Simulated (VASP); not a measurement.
# Nb3Sn (Pm-3n) in VASP: further runs, part 2 of 3

VASP 6.6.1. Earlier steps stand in the parts before.

## 4. Single point, PBE

This run uses another cell than the first one, of 18.76 Å³/atom, 1.058 times its volume.

Contents of INCAR:

```
PREC     = Accurate       # precision mode
ENCUT    = 520            # plane-wave cutoff, eV
EDIFF    = 1E-6           # SCF threshold, eV
ISMEAR   = -1             # smearing method
SIGMA    = 0.02           # smearing width, eV
LREAL    = False          # projectors in reciprocal space
LASPH    = True           # aspherical terms in the spheres
NELM     = 60             # most SCF steps
ALGO     = Normal         # electronic algorithm
ISIF     = 2              # what is computed and relaxed
LWAVE    = False          # write WAVECAR
LCHARG   = False          # write CHGCAR
GGA      = PE             # functional
NBANDS   = 63             # bands
```

Contents of KPOINTS:

```
regular mesh
0
Gamma
  4 4 4
```

Contents of POSCAR:

```
Nb3Sn
1.0
    5.3144261171      0.0000000000      0.0000000000
    0.0000000000      5.3144261171      0.0000000000
    0.0000000000      0.0000000000      5.3144261171
Nb Sn
6 2
Direct
    0.2500000000      0.0000000000      0.5000000000
    0.5000000000      0.7500000000      0.0000000000
    0.7500000000      0.0000000000      0.5000000000
    0.5000000000      0.2500000000      0.0000000000
    0.0000000000      0.5000000000      0.7500000000
    0.0000000000      0.5000000000      0.2500000000
    0.0000000000      0.0000000000      0.0000000000
    0.5000000000      0.5000000000      0.5000000000
```

Potentials or basis: VASP PAW PBE potentials, release 64 (Nb_sv, Sn_d).

The run is started by

```bash
cat potpaw_PBE.64/Nb_sv/POTCAR potpaw_PBE.64/Sn_d/POTCAR > POTCAR
mpirun -np 1 vasp_std > vasp.out
```

OUTCAR:

```text
PREC = Accurate
   ENCUT = 520
   EDIFF = 1E-6
   ISMEAR = -1
   LREAL = False
   LASPH = True
   NELM = 60
   ISIF = 2
   GGA = PE

 ion  position               nearest neighbor table
   1  0.250  0.000  0.500-   3 2.66   3 2.66   8 2.97   7 2.97   8 2.97   7 2.97
   2  0.500  0.750  0.000-   4 2.66   4 2.66   8 2.97   8 2.97   7 2.97   7 2.97
   3  0.750  0.000  0.500-   1 2.66   1 2.66   8 2.97   7 2.97   8 2.97   7 2.97
   4  0.500  0.250  0.000-   2 2.66   2 2.66   8 2.97   8 2.97   7 2.97   7 2.97
   5  0.000  0.500  0.750-   6 2.66   6 2.66   8 2.97   7 2.97   7 2.97   8 2.97
   6  0.000  0.500  0.250-   5 2.66   5 2.66   8 2.97   7 2.97   7 2.97   8 2.97
   7  0.000  0.000  0.000-   1 2.97   2 2.97   3 2.97   4 2.97   5 2.97   6 2.97   1 2.97   3 2.97
                             5 2.97   6 2.97   2 2.97   4 2.97
   8  0.500  0.500  0.500-   1 2.97   2 2.97   3 2.97   4 2.97   5 2.97   6 2.97   2 2.97   4 2.97
                             1 2.97   3 2.97   5 2.97   6 2.97

  LATTYP: Found a simple cubic cell.
 ALAT       =     5.3144261171

  Lattice vectors:

 A1 = (   5.3144261171,   0.0000000000,   0.0000000000)
 A2 = (   0.0000000000,   5.3144261171,   0.0000000000)
 A3 = (   0.0000000000,   0.0000000000,   5.3144261171)

Analysis of symmetry for initial positions (statically):
=====================================================================
 Subroutine PRICEL returns:
 Original cell was already a primitive cell.

 Routine SETGRP: Setting up the symmetry group for a
 simple cubic supercell.

 Subroutine GETGRP returns: Found 48 space group operations
 (whereof 24 operations were pure point group operations)
 out of a pool of 48 trial point group operations.

The static configuration has the point symmetry T_h .
 The point group associated with its full space group is O_h .

Analysis of symmetry for dynamics (positions and initial velocities):
=====================================================================
 Subroutine PRICEL returns:
 Original cell was already a primitive cell.

 Routine SETGRP: Setting up the symmetry group for a
 simple cubic supercell.

 Subroutine GETGRP returns: Found 48 space group operations
 (whereof 24 operations were pure point group operations)
 out of a pool of 48 trial point group operations.

The dynamic configuration has the point symmetry T_h .
 The point group associated with its full space group is O_h .

 Subroutine INISYM returns: Found 48 space group operations
 (whereof 24 operations are pure point group operations),
 and found     1 'primitive' translations

----------------------------------------------------------------------------------------

                                     Primitive cell

  volume of cell :     150.0960

  direct lattice vectors                    reciprocal lattice vectors
     5.314426117  0.000000000  0.000000000     0.188167072  0.000000000  0.000000000
     0.000000000  5.314426117  0.000000000     0.000000000  0.188167072  0.000000000
     0.000000000  0.000000000  5.314426117     0.000000000  0.000000000  0.188167072

  length of vectors
     5.314426117  5.314426117  5.314426117     0.188167072  0.188167072  0.188167072

[... 53 lines left out ...]
  0.500000  0.250000  0.000000     12.000000
  0.500000  0.500000  0.000000      3.000000
  0.250000  0.250000  0.250000      8.000000
  0.500000  0.250000  0.250000     12.000000
  0.500000  0.500000  0.250000      6.000000
  0.500000  0.500000  0.500000      1.000000
   k-points           NKPTS =     10   k-points in BZ     NKDIM =     10   number of bands    NBANDS=     63
   number of dos      NEDOS =    301   number of ions     NIONS =      8
   total plane-waves  NPLWV =  64000
   dimension x,y,z NGX =    40 NGY =   40 NGZ =   40
   dimension x,y,z NGXF=    80 NGYF=   80 NGZF=   80
   ions per type =               6   2
   NGX,Y,Z   is equivalent  to a cutoff of  12.51, 12.51, 12.51 a.u.
   NGXF,Y,Z  is equivalent  to a cutoff of  25.03, 25.03, 25.03 a.u.
 SYSTEM =  unknown system
   PREC   = accura    normal or accurate (medium, high low for compatibility)
   ISTART =      0    job   : 0-new  1-cont  2-samecut
   ICHARG =      2    charge: 1-file 2-atom 10-const
   ISPIN  =      1    spin polarized calculation?
   LNONCOLLINEAR =      F non collinear calculations
   LSORBIT =      F    spin-orbit coupling
   LASPH  =      T    aspherical Exc in radial PAW
   ENCUT  =  520.0 eV  38.22 Ry    6.18 a.u.   9.88  9.88  9.88*2*pi/ulx,y,z
   NELM   =     60;   NELMIN=  2; NELMDL= -5     # of ELM steps
   EDIFF  = 0.1E-05   stopping-criterion for ELM
   LREAL  =      F    real-space projection
   EDIFFG = 0.1E-04   stopping-criterion for IOM
   NSW    =      0    number of steps for IOM
   IBRION =     -1    ionic relax: 0-MD 1-quasi-New 2-CG
   NFREE  =      0    steps in history (QN), initial steepest desc. (CG)
   ISIF   =      2    stress and relaxation
   ISYM   =      2    0-nonsym 1-usesym 2-fastsym
   POTIM  = 0.5000    time-step for ionic-motion
   TEBEG  =    0.0;   TEEND  =   0.0 temperature during run
   PSTRESS=    0.0 pullay stress
   NELECT =     106.0000    total number of electrons
   NUPDOWN=      -1.0000    fix difference up-down
   EMIN   =  10.00;   EMAX   =-10.00  energy-range for DOS
   EFERMI =   0.00;   METHOD = LEGACY
   ISMEAR =    -1;   SIGMA  =   0.02  broadening in eV -4-tet -1-fermi 0-gaus
   EFERMI_NEDOS =   21; number of points for ismear=-14 and -15
   IALGO  =     38    algorithm
   IMIX   =      4    mixing-type and parameters
     AMIX     =   0.40;   BMIX     =  1.00
     AMIX_MAG =   1.60;   BMIX_MAG =  1.00
  volume/ion in A,a.u.               =      18.76       126.61
  Fermi-wavevector in a.u.,A,eV,Ry     =   1.457875  2.754985 28.917832  2.125401
  Thomas-Fermi vector in A             =   2.574626
   LORBIT       =      0    0 simple, 1 ext, 2 COOP (PROOUT), +10 PAW based schemes
   GGA     = PE    functional components
   LHFCALC =     F    Hartree Fock is set to
   AEXX    =    0.0000 exact exchange contribution
   IVDW    =     0    specifies the selected vdW correction
   LEPSILON=     F    determine dielectric tensor
   LRPA    =     F    only Hartree local field effects (RPA)
 non-spin polarized calculation
  energy-cutoff  :      520.00
  volume of cell :      150.10
 maximum number of plane-waves:      4076
 NGX is ok and might be reduce to    40
   NGX = 19   NGY = 19   NGZ = 19

 number of electron     106.0000036 magnetization

 Free energy of the ion-electron system (eV)
  ---------------------------------------------------
  ext. energy  EPLUGINS =         0.00000000
  ---------------------------------------------------
  free energy    TOTEN  =       -70.38058650 eV

  energy without entropy =      -70.35636700  energy(sigma->0) =      -70.36847675

 E-fermi :  11.2279     XC(G=0): -12.2725

 val. band max:       11.2273017126   @ k =   0.5000   0.5000   0.5000
 cond. band min:      11.2694360918   @ k =   0.5000   0.5000   0.0000
 fundamental gap:      0.0421343792
 Fermi energy:        11.2278723125

 k-point     1 :       0.0000    0.0000    0.0000
  band No.  band energies     occupation
      1     -43.4181      2.00000
      2     -43.3510      2.00000
      3     -43.3510      2.00000
      4     -43.1417      2.00000
      5     -43.1417      2.00000
      6     -43.1417      2.00000
[... 649 lines left out ...]
     62      13.6451      0.00000
     63      13.6675      0.00000

------------------------ aborting loop because EDIFF is reached ----------------------------------------

  FORCE on cell =-STRESS in cart. coord.  units (eV):
  Direction    XX          YY          ZZ          XY          YZ          ZX
  --------------------------------------------------------------------------------------
  -------------------------------------------------------------------------------------
  Total       -0.2144322     -0.2144322     -0.2144322     -0.0000000     -0.0000000      0.0000000
  in kB       -2.2889243     -2.2889243     -2.2889243     -0.0000000     -0.0000000      0.0000000
  external PRESSURE =      -2.2889243 kB  Pullay stress =       0.0000000 kB

 VOLUME and BASIS-vectors are now :
 -----------------------------------------------------------------------------
  energy-cutoff  :      520.00
  volume of cell :      150.10
      direct lattice vectors                 reciprocal lattice vectors
     5.314426117  0.000000000  0.000000000     0.188167072  0.000000000  0.000000000
     0.000000000  5.314426117  0.000000000     0.000000000  0.188167072  0.000000000
     0.000000000  0.000000000  5.314426117     0.000000000  0.000000000  0.188167072

 POSITION                                       TOTAL-FORCE (eV/Angst)
 -----------------------------------------------------------------------------------
      1.32861      0.00000      2.65721        -0.000000     -0.000000      0.000000
      2.65721      3.98582      0.00000         0.000000     -0.000000      0.000000
      3.98582      0.00000      2.65721         0.000000      0.000000     -0.000000
      2.65721      1.32861      0.00000         0.000000     -0.000000      0.000000
      0.00000      2.65721      3.98582        -0.000000      0.000000     -0.000000
      0.00000      2.65721      1.32861         0.000000      0.000000      0.000000
      0.00000      0.00000      0.00000        -0.000000     -0.000000     -0.000000
      2.65721      2.65721      2.65721        -0.000000     -0.000000     -0.000000
 -----------------------------------------------------------------------------------
    total drift:                                0.000000     -0.000000      0.000000

  FREE ENERGIE OF THE ION-ELECTRON SYSTEM (eV)
  ---------------------------------------------------
  free  energy   TOTEN  =       -70.3805864996 eV

  energy  without entropy=      -70.3563670005  energy(sigma->0) =      -70.36847675
```

Run time: 3 min. Hardware: 1 thread of AMD EPYC 7R13, shared host; peak memory 0.24 GiB.

Results:

| Quantity | Value |
| --- | --- |
| Free energy | -70.3806 eV |
| Pressure | -0.2 GPa |
| Band gap on the k mesh | zero (band 53 reaches 11.38 eV, above the bottom of band 54 at 10.80 eV) |

Levels at points of the mesh, in eV from the Fermi level:
```
           k point  band 50  band 51  band 52  band 53  band 54  band 55  band 56  band 57  band 58  band 59
(0.00, 0.00, 0.00)    -0.56    -0.56    -0.56    -0.10    -0.10     2.31     2.31     2.31     2.33     3.38
(0.50, 0.00, 0.00)    -1.01    -0.84    -0.84    -0.42    -0.42     1.43     1.43     2.12     2.12     2.62
(0.50, 0.50, 0.00)     0.04     0.13     0.15     0.15     0.55     0.56     0.56     0.73     0.87     1.09
(0.50, 0.50, 0.50)     0.00     0.00     0.00     0.06     0.06     0.06     0.06     0.06     0.06     2.41
```

Caveat: spin-orbit coupling is left out, which moves the levels of the heavy elements.

## 5. Single point, r2SCAN

This run uses another cell than the first one, of 18.61 Å³/atom, 1.049 times its volume.

Edit POSCAR of step 4 so:

```diff
@@ -2,5 +2,5 @@
 1.0
-    5.3144261171      0.0000000000      0.0000000000
-    0.0000000000      5.3144261171      0.0000000000
-    0.0000000000      0.0000000000      5.3144261171
+    5.3003548827      0.0000000000      0.0000000000
+    0.0000000000      5.3003548827      0.0000000000
+    0.0000000000      0.0000000000      5.3003548827
 Nb Sn
```

Contents of INCAR.step1:

```
PREC = Accurate ; ENCUT = 520
ISMEAR = -1 ; SIGMA = 0.02
LREAL = False ; LASPH = True
NELM = 60 ; NBANDS = 63
GGA = PE ; ALGO = Normal
EDIFF = 1E-4 ; LWAVE = True
LCHARG = False
```

Contents of INCAR.step2:

```
PREC = Accurate ; ENCUT = 520
EDIFF = 1E-6 ; ISMEAR = -1
SIGMA = 0.02 ; LREAL = False
LASPH = True ; NELM = 60
ALGO = Normal ; ISIF = 2
LWAVE = False ; LCHARG = False
METAGGA = R2SCAN ; LMIXTAU = True
NBANDS = 63 ; ISTART = 1
```

Contents of KPOINTS:

```
Automatic mesh
0
Gamma
  4 4 4
```

The run is started by

```bash
cat potpaw_PBE.64/Nb_sv/POTCAR potpaw_PBE.64/Sn_d/POTCAR > POTCAR
cp INCAR.step1 INCAR
mpirun -np 1 vasp_std > vasp.out
cp INCAR.step2 INCAR
mpirun -np 1 vasp_std > vasp.out
```

Run time: 10 min. Hardware: 1 thread of AMD EPYC 7R13, shared host; peak memory 0.26 GiB.

The run converged. Its results:

```yaml
Free_energy: -200.3426 eV
Pressure: -0.1 GPa
Band_gap_on_the_k_mesh: zero (band 53 reaches 11.48 eV, above the bottom of band 54 at 10.85 eV)
```

Levels at points of the mesh, in eV from the Fermi level:
| k point | band 50 | band 51 | band 52 | band 53 | band 54 | band 55 | band 56 | band 57 |
| --- | --- | --- | --- | --- | --- | --- | --- | --- |
| (0.00, 0.00, 0.00) | -0.66 | -0.66 | -0.66 | -0.11 | -0.11 | 2.54 | 2.54 | 2.54 |
| (0.50, 0.00, 0.00) | -1.08 | -0.95 | -0.95 | -0.48 | -0.48 | 1.54 | 1.54 | 2.31 |
| (0.50, 0.50, 0.00) | 0.04 | 0.05 | 0.15 | 0.15 | 0.58 | 0.58 | 0.63 | 0.73 |
| (0.50, 0.50, 0.50) | 0.02 | 0.02 | 0.02 | 0.02 | 0.02 | 0.04 | 0.04 | 0.04 |

Caveat: the PAW data sets were made with another functional, which shifts forces and pressure a little; spin-orbit coupling is left out, which moves the levels of the heavy elements.

[end of part 2 of 3]
